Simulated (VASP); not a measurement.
## Ca9Mg2Si5: single point with PBE

The system is Ca9Mg2Si5.

```xyz
16
Lattice="6.3476 0.3220 -0.2306 0.3220 7.9265 -0.2763 -0.2306 -0.2763 9.1978" Properties=species:S:1:pos:R:3 pbc="T T T"
Mg    2.2567    2.8676   -1.3362
Mg    4.0683    4.5213    0.0860
Si    0.2125    3.7971    9.6891
Si    2.3250    2.8876    1.5573
Si    3.5836    0.3568    6.7732
Si    1.0492    0.2127    6.9959
Si    5.6582    6.4376    1.3063
Ca    5.9734    1.2123    9.8655
Ca    3.0553    0.1114    0.3937
Ca   -0.6742    7.3636    4.3261
Ca    5.3613    4.0278    3.0872
Ca    2.1191    5.7152    2.4879
Ca    2.1647    1.7461    4.4252
Ca    5.3180    2.7365    6.6199
Ca    2.7348    5.5433    6.0322
Ca    5.9999    6.2361    7.4553
```

```json
{"Program": "VASP 6.6.1", "Task": "single point", "Functional": "PBE", "Potentials or basis": "VASP PAW PBE potentials, release 64 (Mg, Si, Ca_sv)", "Cutoff": "520 eV", "k mesh": "2 × 2 × 2, shifted", "Occupations": "gaussian, width 0.1 eV", "Spin": "no spin polarisation"}
```

- Pressure: 0.1 GPa
- Largest force: 0.015 eV/Å
- Band gap on the k mesh: 0.11 eV (least direct gap 0.12 eV)

Forces in eV/Å, atoms in the order of the input:
```
Mg   0.006 -0.003  0.009
Mg  -0.005 -0.012  0.003
Si   0.008 -0.004 -0.003
Si  -0.003  0.008 -0.012
Si   0.001  0.006  0.004
Si  -0.003  0.003 -0.001
Si  -0.007 -0.005  0.000
Ca   0.002  0.001  0.000
Ca  -0.003 -0.002  0.000
Ca   0.003 -0.001  0.003
Ca  -0.003  0.004  0.002
Ca   0.002  0.002 -0.003
Ca   0.000 -0.001  0.002
Ca   0.005  0.004 -0.006
Ca   0.000 -0.011  0.006
Ca  -0.001  0.011 -0.003
```

Stress tensor (GPa, compression positive):
```
 0.00  0.03 -0.02
 0.03  0.05 -0.04
-0.02 -0.04  0.16
```

Levels at points of the mesh, in eV from the valence-band top:
| k point | band 53 | band 54 | band 55 | band 56 | band 57 | band 58 | band 59 | band 60 | band 61 | band 62 |
| --- | --- | --- | --- | --- | --- | --- | --- | --- | --- | --- |
| (0.25, 0.25, 0.25) | -0.99 | -0.84 | -0.47 | -0.24 | -0.01 | 0.11 | 0.36 | 0.54 | 0.76 | 0.94 |

Wall time 2.3 min on 1 thread of Intel(R) Xeon(R) 6975P-C (Granite Rapids), with other jobs on the host, peak memory 0.49 GiB.

Caveat: semilocal functionals underestimate gaps, and a narrow one can read as zero; a shifted mesh leaves out Γ, where band edges can lie. A k mesh can miss the band edges.
